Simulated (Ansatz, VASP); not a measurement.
## Si7O12 in VASP and in Ansatz

```xyz
19
Lattice="4.9475 0.0000 0.0000 0.0000 5.4405 0.0000 0.0000 0.0000 23.5695" Properties=species:S:1:pos:R:3 pbc="T T T"
Si    4.4791    2.3642    7.4021
Si    1.3409    0.8957    9.5201
Si    3.8309    4.5214    9.7470
Si    2.3658    2.7204   11.7847
Si    3.8309    0.9194   13.8225
Si    1.3409    4.5452   14.0494
Si    4.4791    3.0766   16.1674
O     0.7681    1.5262    8.1352
O     3.9417    3.3958    8.5848
O     2.8180    0.2631    9.2482
O     0.3429    5.1646   10.0334
O     1.4262    2.0559   10.6484
O     3.3014    3.8731   11.1323
O     3.3014    1.5678   12.4372
O     1.4262    3.3849   12.9211
O     0.3429    0.2762   13.5361
O     2.8180    5.1778   14.3213
O     3.9417    2.0450   14.9847
O     0.7681    3.9147   15.4343
```

Alike in both runs: functional PBEsol; k mesh 6 × 5 × 1; occupations gaussian, width 0.05 eV; no spin polarisation.

Ansatz relaxed the structure, and its values are those at the end. VASP's run is a single point on that final structure, the one shown.

|  | VASP | Ansatz |
| --- | --- | --- |
| version | VASP 6.6.1 | Ansatz 0.2.0 |
| potentials or method | VASP PAW PBE potentials, release 64 (Si, O), cutoff 520 eV | scalar-relativistic, plane waves, PAW |
| valence electrons in the cell | 100 | 100 |

VASP gave:

- gap on the k mesh at the Fermi level (eV): 3.69
- least direct gap on the mesh (eV): 3.78
- rms of the force components (eV/Å): 0.024

Problem. Estimate Ansatz's values.

Solution. gap on the k mesh at the Fermi level (eV): 3.68; least direct gap on the mesh (eV): 3.77; rms of the force components (eV/Å): 0.003.

VASP's potentials were made for PBE, not for PBEsol. With one functional, cell and mesh, what is left measures potentials, basis and numerics. Ansatz's warnings: xc potential rough in thin density.
